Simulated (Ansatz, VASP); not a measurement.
# NaF: VASP beside Ansatz

Contents of INCAR:

```
SYSTEM = NaF
ALGO     = Normal         ! electronic algorithm
EDIFF    = 1E-6           ! SCF threshold, eV
ENCUT    = 520            ! plane-wave cutoff, eV
GGA      = PE             ! functional
ISIF     = 2              ! what is computed and relaxed
ISMEAR   = 0              ! smearing method
LASPH    = .TRUE.         ! aspherical terms in the spheres
LCHARG   = .FALSE.        ! write CHGCAR
LREAL    = .FALSE.        ! projectors in reciprocal space
LWAVE    = .FALSE.        ! write WAVECAR
NBANDS   = 14             ! bands
NELM     = 60             ! most SCF steps
PREC     = Accurate       ! precision mode
SIGMA    = 0.01           ! smearing width, eV
```

The input KPOINTS:

```
k-points
0
G
  8 8 8
  0 0 0
```

Contents of POSCAR:

```
NaF
1.0
    0.0000000000      2.3730101078      2.3730101078
    2.3730101078      0.0000000000      2.3730101078
    2.3730101078      2.3730101078      0.0000000000
Na F
1 1
Direct
    0.0000000000      0.0000000000      0.0000000000
    0.5000000000      0.5000000000      0.5000000000
```

Input for Ansatz:

```yaml
crystal:
  lattice:
    - [0.0, 2.3730101078, 2.3730101078]
    - [2.3730101078, 0.0, 2.3730101078]
    - [2.3730101078, 2.3730101078, 0.0]
  atoms:
    - { symbol: Na, position: [0.0, 0.0, 0.0] }
    - { symbol: F, position: [0.5, 0.5, 0.5] }
kpoints:
  mp_grid: { grid: [8, 8, 8] }
hamiltonian:
  xc: pbe
scf:
  occupations: { method: fixed }
  n_extra_bands: 4
output:
  forces: true
  stress: true
  eigenvalues: true
```

Alike in both runs: task single point; functional PBE; k mesh 8 × 8 × 8; no spin polarisation.

```csv
,VASP,Ansatz
version,VASP 6.6.1,Ansatz 0.2.0
potentials or method,"VASP PAW PBE potentials, release 64 (Na_pv, F)","plane waves, PAW"
plane-wave cutoff (eV),520,420
occupations,"gaussian, width 0.01 eV",fixed
valence electrons in the cell,14,16
```

```csv
,VASP,Ansatz,Ansatz less VASP
gap on the k mesh at the Fermi level (eV),5.93,5.94,+0.015
pressure (GPa),-1.4,-1.2,+0.18
```

VASP's potentials hold 14 valence electrons a cell and Ansatz's 16, so a difference there can come from the potentials and not from the codes.
